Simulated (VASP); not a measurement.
# NaCl (I4/mmm) in VASP: notebook, part 2 of 2

VASP 6.6.1. The steps go on from the part before.

## (3) Single point, r2SCAN (strain +0.040 along x and y, +0.080 along z)

Input file POSCAR:

```
NaCl
1.0
    0.0000000000      2.9450200000      3.0582900000
    2.9450200000      0.0000000000      3.0582900000
    2.9450200000      2.9450200000      0.0000000000
Na Cl
1 1
Direct
    0.0000000000      0.0000000000      0.0000000000
    0.5000000000      0.5000000000      0.5000000000
```

Input file INCAR.step1:

```
PREC     = Accurate       # precision mode
ENCUT    = 520            # plane-wave cutoff, eV
ISMEAR   = 0              # smearing method
SIGMA    = 0.05           # smearing width, eV
LREAL    = F              # projectors in reciprocal space
LASPH    = T              # aspherical terms in the spheres
NELM     = 60             # most SCF steps
NBANDS   = 14             # bands
GGA      = PE             # functional
ALGO     = Normal         # electronic algorithm
EDIFF    = 1E-4           # SCF threshold, eV
LWAVE    = T              # write WAVECAR
LCHARG   = F              # write CHGCAR
```

Input file INCAR.step2:

```
PREC     = Accurate       # precision mode
ENCUT    = 520            # plane-wave cutoff, eV
EDIFF    = 1E-7           # SCF threshold, eV
ISMEAR   = 0              # smearing method
SIGMA    = 0.05           # smearing width, eV
LREAL    = F              # projectors in reciprocal space
LASPH    = T              # aspherical terms in the spheres
NELM     = 60             # most SCF steps
ALGO     = Normal         # electronic algorithm
ISIF     = 2              # what is computed and relaxed
LWAVE    = F              # write WAVECAR
LCHARG   = T              # write CHGCAR
METAGGA  = R2SCAN         # meta-GGA
LMIXTAU  = T            
LELF     = T              # ELF
LVHAR    = T            
NBANDS   = 14             # bands
ISTART   = 1
```

Input file KPOINTS:

```
regular mesh
0
Gamma
  8 8 8
```

Potentials or basis: VASP PAW PBE potentials, release 64 (Na_pv, Cl).

Command:

```sh
cat potpaw_PBE.64/Na_pv/POTCAR potpaw_PBE.64/Cl/POTCAR > POTCAR
cp INCAR.step1 INCAR
mpirun -np 1 vasp_std > vasp.out
cp INCAR.step2 INCAR
mpirun -np 1 vasp_std > vasp.out
```

OUTCAR:

```text
PREC = Accurate
   ENCUT = 520
   EDIFF = 1E-7
   ISMEAR = 0
   LREAL = F
   LASPH = T
   NELM = 60
   ISIF = 2
   METAGGA = R2SCAN
   ISTART = 1

 ion  position               nearest neighbor table
   1  0.000  0.000  0.000-
   2  0.500  0.500  0.500-

  LATTYP: Found a body centered tetragonal cell.
 ALAT       =     4.1648872255
 C/A-ratio  =     1.4686063917

  Lattice vectors:

 A1 = (  -2.9450200000,   0.0000000000,   3.0582900000)
 A2 = (   2.9450200000,   0.0000000000,   3.0582900000)
 A3 = (   0.0000000000,   2.9450200000,  -3.0582900000)

Analysis of symmetry for initial positions (statically):
=====================================================================
 Subroutine PRICEL returns:
 Original cell was already a primitive cell.

 Routine SETGRP: Setting up the symmetry group for a
 body centered tetragonal supercell.

 Subroutine GETGRP returns: Found 16 space group operations
 (whereof 16 operations were pure point group operations)
 out of a pool of 16 trial point group operations.

The static configuration has the point symmetry D_4h.

Analysis of symmetry for dynamics (positions and initial velocities):
=====================================================================
 Subroutine PRICEL returns:
 Original cell was already a primitive cell.

 Routine SETGRP: Setting up the symmetry group for a
 body centered tetragonal supercell.

 Subroutine GETGRP returns: Found 16 space group operations
 (whereof 16 operations were pure point group operations)
 out of a pool of 16 trial point group operations.

The dynamic configuration has the point symmetry D_4h.

 Subroutine INISYM returns: Found 16 space group operations
 (whereof 16 operations are pure point group operations),
 and found     1 'primitive' translations

----------------------------------------------------------------------------------------

                                     Primitive cell
[... 119 lines left out ...]
   IVDW    =     0    specifies the selected vdW correction
   LEPSILON=     F    determine dielectric tensor
   LRPA    =     F    only Hartree local field effects (RPA)
 non-spin polarized calculation
 Gauss-broadening in eV      SIGMA  =   0.05
  energy-cutoff  :      520.00
  volume of cell :       53.05
 maximum number of plane-waves:      1442
   NGX = 15   NGY = 15   NGZ = 15

 number of electron      14.0000013 magnetization

 Free energy of the ion-electron system (eV)
  ---------------------------------------------------
  ext. energy  EPLUGINS =         0.00000000
  ---------------------------------------------------
  free energy    TOTEN  =       -13.66901741 eV

  energy without entropy =      -13.66901741  energy(sigma->0) =      -13.66901741

 E-fermi :  -1.7469     XC(G=0):  -7.8823

 val. band max:       -1.9962347995   @ k =   0.0000   0.0000   0.0000
 cond. band min:       3.2877013456   @ k =   0.0000   0.0000   0.0000
 fundamental gap:      5.2839361452
 Fermi energy:        -1.7468932965

 k-point     1 :       0.0000    0.0000    0.0000
  band No.  band energies     occupation
      1     -23.8996      2.00000
      2     -23.8919      2.00000
      3     -23.8918      2.00000
      4     -14.9142      2.00000
      5      -2.0272      2.00000
      6      -2.0272      2.00000
      7      -1.9962      2.00000
      8       3.2877      0.00000
      9       9.3755      0.00000
     10       9.6256      0.00000
     11       9.6257      0.00000
     12      11.3754      0.00000
     13      11.8019      0.00000
     14      12.8192      0.00000
[... 377 lines left out ...]
      1     -23.9044      2.00000
      2     -23.8977      2.00000
      3     -23.8931      2.00000
      4     -14.7465      2.00000
      5      -3.1621      2.00000
      6      -2.2569      2.00000
      7      -2.2390      2.00000
      8       5.4942      0.00000
      9       7.8684      0.00000
     10       9.0632      0.00000
     11       9.7774      0.00000
     12      11.6199      0.00000
     13      13.0341      0.00000
     14      14.0595      0.00000

 [... further k-points ...]

------------------------ aborting loop because EDIFF is reached ----------------------------------------

  FORCE on cell =-STRESS in cart. coord.  units (eV):
  Direction    XX          YY          ZZ          XY          YZ          ZX
  --------------------------------------------------------------------------------------
  -------------------------------------------------------------------------------------
  Total       -1.0802817     -1.0802817     -1.2055606      0.0000000     -0.0000000     -0.0000000
  in kB      -32.6258970    -32.6258970    -36.4094808      0.0000000     -0.0000000     -0.0000000
  external PRESSURE =     -33.8870916 kB  Pullay stress =       0.0000000 kB

 VOLUME and BASIS-vectors are now :
 -----------------------------------------------------------------------------
  energy-cutoff  :      520.00
  volume of cell :       53.05
      direct lattice vectors                 reciprocal lattice vectors
     0.000000000  2.945020000  3.058290000    -0.169778134  0.169778134  0.163490055
     2.945020000  0.000000000  3.058290000     0.169778134 -0.169778134  0.163490055
     2.945020000  2.945020000  0.000000000     0.169778134  0.169778134 -0.163490055

 POSITION                                       TOTAL-FORCE (eV/Angst)
 -----------------------------------------------------------------------------------
      0.00000      0.00000      0.00000        -0.000000      0.000000     -0.000000
      2.94502      2.94502      3.05829         0.000000      0.000000      0.000000
 -----------------------------------------------------------------------------------
    total drift:                                0.000000     -0.000000     -0.000000

  FREE ENERGIE OF THE ION-ELECTRON SYSTEM (eV)
  ---------------------------------------------------
  free  energy   TOTEN  =       -13.6690174115 eV

  energy  without entropy=      -13.6690174115  energy(sigma->0) =      -13.66901741
```

Wall time 98 s (1 thread of Intel Xeon Platinum 8488C (Sapphire Rapids), shared host); peak memory 0.2 GiB.

What came out:

```
Free energy            : -13.6690 eV
Pressure               : -3.4 GPa
Band gap on the k mesh : 5.28 eV
```

Stress tensor (GPa, compression positive):
```
-3.26  0.00  0.00
 0.00 -3.26  0.00
 0.00  0.00 -3.64
```

Levels at points of the mesh, in eV from the valence-band top:
| k point | band 4 | band 5 | band 6 | band 7 | band 8 | band 9 | band 10 | band 11 |
| --- | --- | --- | --- | --- | --- | --- | --- | --- |
| (0.00, 0.00, 0.00) | -12.92 | -0.03 | -0.03 | 0.00 | 5.28 | 11.37 | 11.62 | 11.62 |
| (0.50, 0.00, 0.00) | -12.71 | -1.49 | -0.23 | -0.20 | 7.58 | 10.27 | 11.16 | 11.49 |
| (0.50, 0.50, 0.00) | -12.69 | -1.30 | -0.44 | -0.44 | 7.93 | 8.76 | 10.76 | 14.57 |
| (0.50, 0.00, 0.50) | -12.67 | -1.30 | -0.55 | -0.44 | 7.94 | 8.62 | 11.11 | 14.09 |

Caveat: the cell differs from its parent crystal (strain +0.040 along x and y, +0.080 along z); the cell stands under tension; the PAW data sets were made with another functional, which shifts forces and pressure a little. A k mesh can miss the band edges.
